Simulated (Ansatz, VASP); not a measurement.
**Two plane-wave programs on InSe**

```xyz
8
Lattice="4.0059 0.0000 0.0000 -2.0029 3.4692 0.0000 0.0000 0.0000 17.0022" Properties=species:S:1:pos:R:3 pbc="T T T"
In    0.0000    2.3128    2.8074
In    2.0029    1.1564   11.3085
In    0.0000    2.3128    5.6937
In    2.0029    1.1564   14.1948
Se    0.0000    2.3128    9.9845
Se    2.0029    1.1564    1.4834
Se    0.0000    2.3128   15.5188
Se    2.0029    1.1564    7.0177
```

Change from the starting cell: mode 12 (107.6 1/cm) frozen in, largest displacement -0.100 Å.

Alike in both runs: task single point; functional PBEsol; k mesh 12 × 12 × 2; occupations gaussian, width 0.05 eV; no spin polarisation.

```csv
,VASP,Ansatz
version,VASP 6.6.1,Ansatz 0.2.0
potentials or method,"VASP PAW PBE potentials, release 64 (In_d, Se), cutoff 520 eV","scalar-relativistic, plane waves, PAW"
valence electrons in the cell,76,116
```

```tsv
	VASP	Ansatz	Ansatz less VASP
gap on the k mesh at the Fermi level (eV)	0.34	0.36	+0.011
least direct gap on the mesh (eV)	0.34	0.36	+0.011
pressure (GPa)	-1.3	-1.4	-0.05
traceless stress, the component that is largest in VASP (GPa)	-1.33	-1.32	+0.006
rms of the force components (eV/Å)	0.151	0.155	+0.0033
```

VASP's potentials were made for PBE, not for PBEsol. Atom by atom the forces differ by 0.010 eV/Å (rms over components). With one functional, cell and mesh, what is left measures potentials, basis and numerics. VASP's potentials hold 76 valence electrons a cell and Ansatz's 116, so a difference there can come from the potentials and not from the codes.
